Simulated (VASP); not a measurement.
Here is a VASP 6.6.1 calculation.

Contents of INCAR:

```
ALGO     = Normal         # electronic algorithm
EDIFF    = 1E-7           # SCF threshold, eV
EDIFFG   = -0.01          # ionic threshold
ENCUT    = 600            # plane-wave cutoff, eV
GGA      = PE             # functional
IBRION   = 2              # ionic algorithm
ISIF     = 3              # what is computed and relaxed
ISMEAR   = 0              # smearing method
LASPH    = T              # aspherical terms in the spheres
LCHARG   = F              # write CHGCAR
LREAL    = F              # projectors in reciprocal space
LWAVE    = F              # write WAVECAR
NELM     = 80             # most SCF steps
NSW      = 100            # ionic steps
PREC     = Accurate       # precision mode
SIGMA    = 0.1            # smearing width, eV
```

Contents of KPOINTS:

```
k-points
0
Gamma
  12 12 12
```

POSCAR

```
KZrN
1.0
    4.2096382228      0.0000000000      0.0000000000
    0.0000000000      4.2096382228      0.0000000000
    0.0000000000      0.0000000000      4.1727456596
K Zr N
1 1 1
Direct
    0.0000000000      0.0000000000      0.0000000000
    0.5000000000      0.5000000000      0.5000000000
    0.5000000000      0.5000000000      0.0000000000
```

Potentials or basis: VASP PAW PBE potentials, release 64 (K_sv, Zr_sv, N).

The run is started by

```sh
$ cat potpaw_PBE.64/K_sv/POTCAR potpaw_PBE.64/Zr_sv/POTCAR potpaw_PBE.64/N/POTCAR > POTCAR
$ mpirun -np 1 vasp_std > vasp.out
```

(1) Predict the space group after relaxing (to 0.05 Å).

(2) Estimate the band gap on the k mesh.

(3) What does it give for the relaxed cell?

(4) What does it give for the relaxed volume?

Results:

(1) P4/mmm (No. 123).

(2) zero (band 13 reaches 3.34 eV, above the bottom of band 14 at 2.65 eV).

(3) a = 4.209 Å, b = 4.209 Å, c = 4.168 Å, α = 90.00°, β = 90.00°, γ = 90.00°.

(4) 24.62 Å³/atom.
